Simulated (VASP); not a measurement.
Write the native input for VASP 6.6.1 that does the following.

```
Task                   : relaxation of cell and atoms
Functional             : PBE
Potentials or basis    : VASP PAW PBE potentials, release 64 (Ni)
Cutoff                 : 600 eV
k mesh                 : 16 × 16 × 16
Occupations            : gaussian, width 0.05 eV
Spin                   : collinear spin, ferromagnetic start
Starting moments       : [0.7] μB
Dipole correction      : no
Further INCAR settings : ALGO = Fast; EDIFF = 1e-07; IBRION = 2; EDIFFG = -0.01; NSW = 80; ISIF = 3
```

The structure of Ni lies in POSCAR:

```
Ni
1.0
    0.0000000000      1.7619350000      1.7619350000
    1.7619350000      0.0000000000      1.7619350000
    1.7619350000      1.7619350000      0.0000000000
Ni
1
Direct
    0.0000000000      0.0000000000      0.0000000000
```

The input as run:

INCAR

```
SYSTEM = Ni
  ALGO = Fast
  EDIFF = 1E-7
  EDIFFG = -0.01
  ENCUT = 600
  GGA = PE
  IBRION = 2
  ISIF = 3
  ISMEAR = 0
  ISPIN = 2
  LASPH = .True.
  LCHARG = .False.
  LMAXMIX = 4
  LORBIT = 11
  LREAL = .False.
  LWAVE = .False.
  MAGMOM = 0.7
  NELM = 150
  NSW = 80
  PREC = Accurate
  SIGMA = 0.05
```

KPOINTS

```
k-points
0
Gamma
  16 16 16
  0 0 0
```

Potentials or basis: VASP PAW PBE potentials, release 64 (Ni).

Run with:

```sh
$ cat potpaw_PBE.64/Ni/POTCAR > POTCAR
$ mpirun -np 1 vasp_std > vasp.out
```

Results of the run:

```
Relaxed volume                                        : 10.87 Å³/atom
Relaxed cell                                          : a = 2.486 Å, b = 2.486 Å, c = 2.486 Å, α = 60.00°, β = 60.00°, γ = 60.00°
Space group after relaxing (to 0.05 Å)                : Fm-3m (No. 225)
Energy gained by relaxing                             : 0.3 meV/atom
Ionic steps                                           : 3
Pressure after relaxing                               : 0.0 GPa
Net moment                                            : 0.60 μB per cell
Site moments                                          : Ni +0.61 μB
Valence electrons inside the program's atomic spheres : Ni 9.31
```

Run time: 35 s on 1 thread of Intel(R) Xeon(R) 6975P-C (Granite Rapids), with other jobs on the host, peak memory 0.16 GiB.
